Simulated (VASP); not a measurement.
# Hf in VASP: single point with PBE+D3(BJ)

Aim: the single point of Hf with PBE+D3(BJ).

Everything below comes from runs of VASP 6.6.1. Logs are shortened: lines on timing, memory, paths and dates and some standing lists are left out, and cuts for length are marked.

## 1. The cell of the first run

The cell holds a slab with vacuum, 12 atoms: a = 5.498 Å, b = 5.498 Å, c = 28.751 Å, α = 90.00°, β = 90.00°, γ = 120.00°.

## 2. Single point, PBE+D3(BJ)

Contents of INCAR:

```
  PREC = Accurate
  ENCUT = 400
  EDIFF = 1E-6
  ISMEAR = 1
  SIGMA = 0.1
  LREAL = F
  LASPH = T
  NELM = 120
  ALGO = Normal
  ISIF = 2
  LWAVE = F
  LCHARG = F
  LDIPOL = T
  IDIPOL = 3
  DIPOL = 0.5 0.5 0.337
  GGA = PE
  IVDW = 12
  NBANDS = 72
  GGA_COMPAT = F
  NELMDL = -8
```

Contents of KPOINTS:

```
Automatic mesh
0
Gamma
  9 9 1
```

Contents of POSCAR:

```
Hf
1.0
    0.0000000289      5.4980656699      0.0000000000
   -4.7614645563     -2.7490328099      0.0000000000
    0.0000000000      0.0000000000     28.7506773055
Hf
12
Direct
    0.6666670000      0.6666670000      0.2086907357
    0.3333330000      1.0000000000      0.2086907357
    0.0000000000      0.3333330000      0.2086907357
    0.3338777834      0.3337306214      0.2911466291
   -0.0001471620      0.6661222166      0.2911466291
    0.6662693786      0.0001471620      0.2911466291
    0.6659427953      0.6658545951      0.3807249724
    0.3341454049      1.0000882002      0.3807249724
   -0.0000882002      0.3340572047      0.3807249724
    0.3239081212      0.3248892759      0.4676427717
    0.0009811548      0.6760918788      0.4676427717
    0.6751107241     -0.0009811548      0.4676427717
```

Potentials or basis: VASP PAW PBE potentials, release 64 (Hf_pv).

Started as:

```bash
$ cat potpaw_PBE.64/Hf_pv/POTCAR > POTCAR
$ mpirun -np 1 vasp_std > vasp.out
```

OUTCAR:

```text
PREC = Accurate
   ENCUT = 400
   EDIFF = 1E-6
   ISMEAR = 1
   LREAL = F
   LASPH = T
   NELM = 120
   ISIF = 2
   GGA = PE
   IVDW = 12
   NELMDL = -8
 IVDW          = 12

 ion  position               nearest neighbor table
   1  0.667  0.667  0.209-   4 2.99   5 3.00   6 3.00   2 3.17   3 3.17   3 3.17   2 3.17   3 3.17
                             2 3.17
   2  0.333  0.000  0.209-   6 2.99   4 3.00   5 3.00   3 3.17   1 3.17   1 3.17   3 3.17   3 3.17
                             1 3.17
   3  0.000  0.333  0.209-   5 2.99   6 3.00   4 3.00   2 3.17   1 3.17   1 3.17   1 3.17   2 3.17
                             2 3.17
   4  0.334  0.334  0.291-   1 2.99   2 3.00   3 3.00   7 3.16   8 3.16   9 3.16   6 3.17   5 3.17
                             5 3.17   6 3.17   6 3.18   5 3.18
   5  1.000  0.666  0.291-   3 2.99   1 3.00   2 3.00   9 3.16   7 3.16   8 3.16   4 3.17   6 3.17
                             4 3.17   6 3.17   6 3.18   4 3.18
   6  0.666  0.000  0.291-   2 2.99   3 3.00   1 3.00   8 3.16   9 3.16   7 3.16   4 3.17   5 3.17
                             5 3.17   4 3.17   5 3.18   4 3.18
   7  0.666  0.666  0.381-  12 3.08  11 3.09  10 3.13   4 3.16   5 3.16   6 3.16   9 3.17   8 3.17
                             8 3.17   9 3.17   8 3.18   9 3.18
   8  0.334  0.000  0.381-  11 3.08  10 3.09  12 3.13   6 3.16   4 3.16   5 3.16   9 3.17   7 3.17
                             7 3.17   9 3.17   9 3.18   7 3.18
   9  1.000  0.334  0.381-  10 3.08  12 3.09  11 3.13   5 3.16   6 3.16   4 3.16   7 3.17   8 3.17
                             7 3.17   8 3.17   8 3.18   7 3.18
  10  0.324  0.325  0.468-   9 3.08   8 3.09  12 3.09  11 3.09   7 3.13  11 3.21  12 3.21  12 3.22
                            11 3.22
  11  0.001  0.676  0.468-   8 3.08   7 3.09  12 3.09  10 3.09   9 3.13  10 3.21  12 3.21  10 3.22
                            12 3.22
  12  0.675  0.999  0.468-   7 3.08   9 3.09  11 3.09  10 3.09   8 3.13  11 3.21  10 3.21  10 3.22
                            11 3.22

  LATTYP: Found a hexagonal cell.
 ALAT       =     5.4980656699
 C/A-ratio  =     5.2292349767

  Lattice vectors:

 A1 = (   0.0000000289,   5.4980656699,   0.0000000000)
 A2 = (  -4.7614645563,  -2.7490328099,   0.0000000000)
 A3 = (   0.0000000000,   0.0000000000,  28.7506773055)

Analysis of symmetry for initial positions (statically):
=====================================================================
 Subroutine PRICEL returns:
 Original cell was already a primitive cell.

 Routine SETGRP: Setting up the symmetry group for a
 hexagonal supercell.

 Subroutine GETGRP returns: Found  3 space group operations
 (whereof  3 operations were pure point group operations)
 out of a pool of 24 trial point group operations.

The static configuration has the point symmetry C_3 .

Analysis of symmetry for dynamics (positions and initial velocities):
=====================================================================
 Subroutine PRICEL returns:
 Original cell was already a primitive cell.

 Routine SETGRP: Setting up the symmetry group for a
 hexagonal supercell.

 Subroutine GETGRP returns: Found  3 space group operations
 (whereof  3 operations were pure point group operations)
 out of a pool of 24 trial point group operations.

The dynamic configuration has the point symmetry C_3 .

 Subroutine INISYM returns: Found  3 space group operations
 (whereof  3 operations are pure point group operations),
 and found     1 'primitive' translations

----------------------------------------------------------------------------------------

                                     Primitive cell

  volume of cell :     752.6595

  direct lattice vectors                    reciprocal lattice vectors
     0.000000029  5.498065670  0.000000000    -0.105009707  0.181882150  0.000000000
    -4.761464556 -2.749032810  0.000000000    -0.210019415  0.000000001  0.000000000
     0.000000000  0.000000000 28.750677305     0.000000000  0.000000000  0.034781789

  length of vectors
     5.498065670  5.498065670 28.750677305     0.210019416  0.210019415  0.034781789

  position of ions in fractional coordinates (direct lattice)
     0.666667000  0.666667000  0.208690736
[... 49 lines left out ...]
 ===========================================

 Found     15 irreducible k-points:

 Following reciprocal coordinates:
            Coordinates               Weight
  0.000000  0.000000  0.000000      1.000000
  0.111111  0.000000  0.000000      6.000000
  0.222222 -0.000000  0.000000      6.000000
  0.333333  0.000000  0.000000      6.000000
  0.444444 -0.000000  0.000000      6.000000
  0.111111  0.111111  0.000000      6.000000
  0.222222  0.111111  0.000000      6.000000
 -0.222222  0.333333  0.000000      6.000000
  0.333333  0.111111  0.000000      6.000000
 -0.333333  0.444444  0.000000      6.000000
  0.444444  0.111111  0.000000      6.000000
  0.222222  0.222222  0.000000      6.000000
  0.333333  0.222222  0.000000      6.000000
 -0.333333 -0.444444  0.000000      6.000000
  0.333333  0.333333  0.000000      2.000000
   k-points           NKPTS =     15   k-points in BZ     NKDIM =     15   number of bands    NBANDS=     72
   number of dos      NEDOS =    301   number of ions     NIONS =     12
   total plane-waves  NPLWV = 248832
   dimension x,y,z NGX =    36 NGY =   36 NGZ =  192
   dimension x,y,z NGXF=    72 NGYF=   72 NGZF=  384
   ions per type =              12
   NGX,Y,Z   is equivalent  to a cutoff of  10.89, 10.89, 11.10 a.u.
   NGXF,Y,Z  is equivalent  to a cutoff of  21.77, 21.77, 22.20 a.u.
 SYSTEM =  unknown system
   PREC   = accura    normal or accurate (medium, high low for compatibility)
   ISTART =      0    job   : 0-new  1-cont  2-samecut
   ICHARG =      2    charge: 1-file 2-atom 10-const
   ISPIN  =      1    spin polarized calculation?
   LNONCOLLINEAR =      F non collinear calculations
   LSORBIT =      F    spin-orbit coupling
   LASPH  =      T    aspherical Exc in radial PAW
   ENCUT  =  400.0 eV  29.40 Ry    5.42 a.u.   8.97  8.97 46.89*2*pi/ulx,y,z
   NELM   =    120;   NELMIN=  2; NELMDL= -8     # of ELM steps
   EDIFF  = 0.1E-05   stopping-criterion for ELM
   LREAL  =      F    real-space projection
   EDIFFG = 0.1E-04   stopping-criterion for IOM
   NSW    =      0    number of steps for IOM
   IBRION =     -1    ionic relax: 0-MD 1-quasi-New 2-CG
   NFREE  =      0    steps in history (QN), initial steepest desc. (CG)
   ISIF   =      2    stress and relaxation
   ISYM   =      2    0-nonsym 1-usesym 2-fastsym
   POTIM  = 0.5000    time-step for ionic-motion
   TEBEG  =    0.0;   TEEND  =   0.0 temperature during run
   PSTRESS=    0.0 pullay stress
   NELECT =     120.0000    total number of electrons
   NUPDOWN=      -1.0000    fix difference up-down
   EMIN   =  10.00;   EMAX   =-10.00  energy-range for DOS
   EFERMI =   0.00;   METHOD = LEGACY
   ISMEAR =     1;   SIGMA  =   0.10  broadening in eV -4-tet -1-fermi 0-gaus
   EFERMI_NEDOS =   21; number of points for ismear=-14 and -15
   IALGO  =     38    algorithm
   IMIX   =      4    mixing-type and parameters
     AMIX     =   0.40;   BMIX     =  1.00
     AMIX_MAG =   1.60;   BMIX_MAG =  1.00
  volume/ion in A,a.u.               =      62.72       423.27
  Fermi-wavevector in a.u.,A,eV,Ry     =   0.887706  1.677521 10.721685  0.788022
  Thomas-Fermi vector in A             =   2.009039
   LORBIT       =      0    0 simple, 1 ext, 2 COOP (PROOUT), +10 PAW based schemes
   GGA     = PE    functional components
   LHFCALC =     F    Hartree Fock is set to
   AEXX    =    0.0000 exact exchange contribution
   IVDW    =    12    specifies the selected vdW correction
   LEPSILON=     F    determine dielectric tensor
   LRPA    =     F    only Hartree local field effects (RPA)
 non-spin polarized calculation
 Methfessel and Paxton  Order N= 1 SIGMA  =   0.10
  energy-cutoff  :      400.00
  volume of cell :      752.66
 maximum number of plane-waves:     13740
   NGX = 17   NGY = 17   NGZ = 93

 dipolmoment           0.000000      0.000000     -0.010104 electrons x Angstroem

 number of electron     119.9999963 magnetization

 dipolmoment           0.000000      0.000000      0.011308 electrons x Angstroem

 Free energy of the ion-electron system (eV)
  ---------------------------------------------------
  ext. energy  EPLUGINS =         0.00000000
  ---------------------------------------------------
  free energy    TOTEN  =      -113.22950263 eV

  energy without entropy =     -113.22763480  energy(sigma->0) =     -113.22888002

 E-fermi :  -1.0060     XC(G=0):  -4.7095

 val. band max:       -1.0112087377   @ k =   0.3333   0.1111   0.0000
 cond. band min:      -0.9952619718   @ k =   0.0000   0.0000   0.0000
 fundamental gap:      0.0159467659
 Fermi energy:        -1.0060174291

 k-point     1 :       0.0000    0.0000    0.0000
  band No.  band energies     occupation
      1     -32.0816      2.00000
      2     -32.0043      2.00000
      3     -31.9683      2.00000
      4     -31.9535      2.00000
      5     -31.9535      2.00000
      6     -31.9194      2.00000
[... 1114 lines left out ...]
     71       0.1597     -0.00000
     72       0.1602     -0.00000

------------------------ aborting loop because EDIFF is reached ----------------------------------------

 vacuum level on the upper side and lower side of the slab       (xc-potential included)         0.033        -0.044

 Edisp (eV)   -4.02836

 E8    (eV) :    -2.2315

  FORCE on cell =-STRESS in cart. coord.  units (eV):
  Direction    XX          YY          ZZ          XY          YZ          ZX
  --------------------------------------------------------------------------------------
  -------------------------------------------------------------------------------------
  Total      -5.14546    -5.14546    -4.63687    -0.00000    -0.00000     0.00000
  in kB     -10.95308   -10.95308    -9.87044    -0.00000    -0.00000     0.00000
  external pressure =      -10.59 kB  Pullay stress =        0.00 kB

 VOLUME and BASIS-vectors are now :
 -----------------------------------------------------------------------------
  energy-cutoff  :      400.00
  volume of cell :      752.66
      direct lattice vectors                 reciprocal lattice vectors
     0.000000029  5.498065670  0.000000000    -0.105009707  0.181882150  0.000000000
    -4.761464556 -2.749032810  0.000000000    -0.210019415  0.000000001  0.000000000
     0.000000000  0.000000000 28.750677305     0.000000000  0.000000000  0.034781789

 POSITION                                       TOTAL-FORCE (eV/Angst)
 -----------------------------------------------------------------------------------
     -3.17431      1.83269      6.00000        -0.000762     -0.000676      0.049754
      0.00000      1.83269      6.00000         0.000967     -0.000322      0.049754
     -1.58715     -0.91634      6.00000        -0.000205      0.000998      0.049754
     -1.58905      0.91825      8.37066         0.027006     -0.026499     -0.149902
     -3.17172      3.66606      8.37066        -0.036452     -0.010138     -0.149902
     -0.00070      3.66279      8.37066         0.009446      0.036637     -0.149902
     -3.17044      1.83094     10.94610         0.037739     -0.018352      0.751633
     -0.00042      1.83691     10.94610        -0.002976      0.041859      0.751633
     -1.59060      4.57925     10.94610        -0.034763     -0.023507      0.751633
     -1.54695      0.88774     13.44505        -0.246305      0.162262     -0.651485
     -3.21919     -1.85320     13.44505         0.263676      0.132176     -0.651485
     -4.75679      0.96547     13.44505        -0.017371     -0.294438     -0.651485
 -----------------------------------------------------------------------------------
    total drift:                               -0.000000     -0.000000      0.002354

  FREE ENERGIE OF THE ION-ELECTRON SYSTEM (eV)
  ---------------------------------------------------
  free  energy   TOTEN  =      -117.2578653073 eV

  energy  without entropy=     -117.2559974846  energy(sigma->0) =     -117.25724270

 vacuum level on the upper side and lower side of the slab         3.438         3.360
```

It took 57 min on 1 thread of Intel Xeon Platinum 8259CL at 2.50GHz (Skylake/Cascade Lake), shared host; peak memory 0.73 GiB.

Results:

| Property | Result |
| --- | --- |
| Free energy | -117.2579 eV |
| Largest force | 0.753 eV/Å |
| Band gap on the k mesh | zero (bands 60 and 61 overlap by 0.34 eV) |
| Dispersion energy per atom | -0.336 eV |

Forces on the atoms (eV/Å):
```
Hf  -0.001 -0.001  0.050
Hf   0.001  0.000  0.050
Hf   0.000  0.001  0.050
Hf   0.027 -0.026 -0.150
Hf  -0.036 -0.010 -0.150
Hf   0.009  0.037 -0.150
Hf   0.038 -0.018  0.752
Hf  -0.003  0.042  0.752
Hf  -0.035 -0.024  0.752
Hf  -0.246  0.162 -0.651
Hf   0.264  0.132 -0.651
Hf  -0.017 -0.294 -0.651
```

Caveat: spin-orbit coupling is left out, which moves the levels of the heavy elements.
